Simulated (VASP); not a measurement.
Si:

```xyz
6
Lattice="4.9757 0.0000 0.0000 0.0000 5.9625 0.0000 0.0000 0.0000 3.5863" Properties=species:S:1:pos:R:3 pbc="T T T"
Si    2.4879    0.0000    0.0000
Si    0.0000    2.9813    1.7931
Si    1.5469    3.7147    0.0000
Si    3.4288    2.2478    0.0000
Si    4.0348    5.2290    1.7931
Si    0.9409    0.7335    1.7931
```

```yaml
Program: VASP 6.6.1
Task: relaxation of cell and atoms
Functional: PBE
Potentials_or_basis: VASP PAW PBE potentials, release 64 (Si)
Cutoff: 600 eV
k_mesh: 8 × 6 × 10
Occupations: gaussian, width 0.1 eV
Spin: no spin polarisation
```

At the start: pressure 0.1 GPa; volume 17.73 Å³/atom.

Problem. How do energy, volume and symmetry change on relaxing?

Solution. Over 10 steps the energy falls by 2.5 meV/atom and the volume is 17.75 Å³/atom (+0.1 %); space group Pnnm (No. 58, to 0.05 Å).

Step by step:
```csv
step,energy change (eV),largest force (eV/Å),pressure (GPa),volume (Å³)
1,0.0000,0.1467,0.11,106.40
2,-0.0087,0.0373,-0.11,106.58
3,-0.0097,0.0210,-0.19,106.66
4,-0.0124,0.0414,0.12,106.35
5,-0.0132,0.0586,0.36,106.11
6,-0.0147,0.0292,-0.09,106.67
7,-0.0147,0.0283,-0.10,106.69
8,-0.0150,0.0126,-0.02,106.56
9,-0.0150,0.0075,0.03,106.49
10,-0.0151,0.0091,-0.01,106.52
```

Final structure:
```yaml
crystal:
  lattice:
    - [4.88056, 0.00000, 0.00000]
    - [0.00000, 6.06242, 0.00000]
    - [0.00000, 0.00000, 3.59995]
  atoms:
    - { symbol: Si, position: [0.50000, 0.00000, 0.00000] }
    - { symbol: Si, position: [0.00000, 0.50000, 0.50000] }
    - { symbol: Si, position: [0.30830, 0.62446, 0.00000] }
    - { symbol: Si, position: [0.69170, 0.37554, 0.00000] }
    - { symbol: Si, position: [0.80830, 0.87554, 0.50000] }
    - { symbol: Si, position: [0.19170, 0.12446, 0.50000] }
```
